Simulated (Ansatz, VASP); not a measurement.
**Two plane-wave programs on Mo**

```
CELL_PARAMETERS angstrom
-1.53995 1.53995 1.53995
1.53995 -1.53995 1.53995
1.53995 1.53995 -1.53995
ATOMIC_POSITIONS crystal
Mo 0.00000 0.00000 0.00000
```

Alike in both runs: task single point; functional LDA; k mesh 18 × 18 × 18; occupations gaussian, width 0.1 eV; no spin polarisation.

```csv
,VASP,Ansatz
version,VASP 6.6.1,Ansatz 0.2.0
potentials or method,"VASP PAW LDA potentials, release 64 (Mo_sv), cutoff 500 eV","scalar-relativistic, plane waves, PAW"
valence electrons in the cell,14,14
```

VASP gave:

| Quantity | Value |
| --- | --- |
| gap on the k mesh at the Fermi level (eV) | none |
| pressure (GPa) | 11.0 |

Task: What did Ansatz give for the same quantities?

Result: gap on the k mesh at the Fermi level (eV): none; pressure (GPa): 9.6.

LDA's correlation is that of Perdew and Zunger in VASP and of Perdew and Wang (1992) in Ansatz. A gap of «none» marks a metal or a gap that the smearing closes.
